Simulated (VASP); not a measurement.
Crystal: PbSe.

```xyz
2
Lattice="0.0000 3.0697 3.0697 3.0697 0.0000 3.0697 3.0697 3.0697 0.0000" Properties=species:S:1:pos:R:3 pbc="T T T"
Pb    0.0000    0.0000    0.0000
Se    3.0697    3.0697    3.0697
```

Program: VASP 6.6.1. Alike in all runs: task single point; potentials or basis VASP PAW PBE potentials, release 64 (Pb_d, Se); no spin polarisation; cell as given; cutoff (eV) 520; smearing gaussian 0.01 eV.

Order these runs on this cell by their band gap on the k mesh, lowest first.
A. level HSE06; k mesh 4 × 4 × 4; grid for exact exchange (PRECFOCK) Normal; share of exact exchange 0.25; screening parameter 0.2079 1/Å
B. level PBEsol; k mesh 6 × 6 × 6
C. level PBE-based screened hybrid with 100 % exact exchange; k mesh 4 × 4 × 4; grid for exact exchange (PRECFOCK) Normal; share of exact exchange 1; screening parameter 0.3 1/Å

B (0.23 eV), A (0.74 eV), C (1.76 eV).

Caveats: some runs use coarse meshes; spin-orbit coupling is left out, which moves the levels of the heavy elements.

A k mesh can miss the band edges.
